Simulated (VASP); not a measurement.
Input of a VASP 6.6.1 run:

Contents of INCAR:

```
PREC = Accurate ; ENCUT = 520
EDIFF = 1E-7 ; ISMEAR = 0
SIGMA = 0.1 ; LREAL = False
LASPH = True ; NELM = 100
ALGO = Normal ; ISIF = 2
LWAVE = False ; LCHARG = True
GGA = PE ; LELF = True
LVHAR = True ; NBANDS = 10
```

KPOINTS

```
Automatic mesh
0
Gamma
  6 6 6
```

File POSCAR:

```
MgB
1.0
    2.8985117874      0.0000000000      0.0000000000
    0.0000000000      2.8985117874      0.0000000000
    0.0000000000      0.0000000000      2.8985117874
Mg B
1 1
Direct
    0.0000000000      0.0000000000      0.0000000000
    0.5000000000      0.5000000000      0.5000000000
```

Potentials or basis: VASP PAW PBE potentials, release 64 (Mg, B).

The run is started by

```console
$ cat potpaw_PBE.64/Mg/POTCAR potpaw_PBE.64/B/POTCAR > POTCAR
$ mpirun -np 1 vasp_std > vasp.out
```

What does it give for the pressure?

-0.4 GPa.

Caveat: the k points lie up to 0.36 Å⁻¹ apart.
